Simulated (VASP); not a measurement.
A run of VASP 6.6.1 is set up as follows.

INCAR

```
SYSTEM = C
ALGO = Normal
EDIFF = 1E-7
ENCUT = 520
GGA = PS
ISIF = 2
ISMEAR = 0
IVDW = 12
LASPH = .TRUE.
LCHARG = .FALSE.
LREAL = .FALSE.
LWAVE = .FALSE.
NBANDS = 16
NELM = 60
PREC = Accurate
SIGMA = 0.15
```

KPOINTS

```
k-points
0
G
  21 21 8
  0 0 0
```

File POSCAR:

```
C
1.0
    2.4775287001      0.0000000000      0.0000000000
   -1.2387643501      2.1456027928      0.0000000000
    0.0000000000      0.0000000000      6.6323130581
C
4
Direct
    0.0000000000      0.0000000000      0.0025000000
    0.0000000000      0.0000000000      0.5025000000
    0.3333333333      0.6666666667      0.0025000000
    0.6666666667      0.3333333333      0.5025000000
```

Potentials or basis: VASP PAW PBE potentials, release 64 (C).

The run is started by

```console
$ cat potpaw_PBE.64/C/POTCAR > POTCAR
$ mpirun -np 1 vasp_std > vasp.out
```

Task: What does it give for the band gap on the k mesh?

Result: Zero (bands 8 and 9 overlap by 0.04 eV).

Task: Estimate the dispersion energy per atom.

Result: -0.111 eV.

Task: Estimate the pressure.

Result: -6.1 GPa.

Stress tensor (GPa, compression positive):
```
-9.01  0.00  0.00
 0.00 -9.01  0.00
 0.00  0.00 -0.33
```

Caveat: the cell stands under tension; the PAW data sets were made with another functional, which shifts forces and pressure a little.
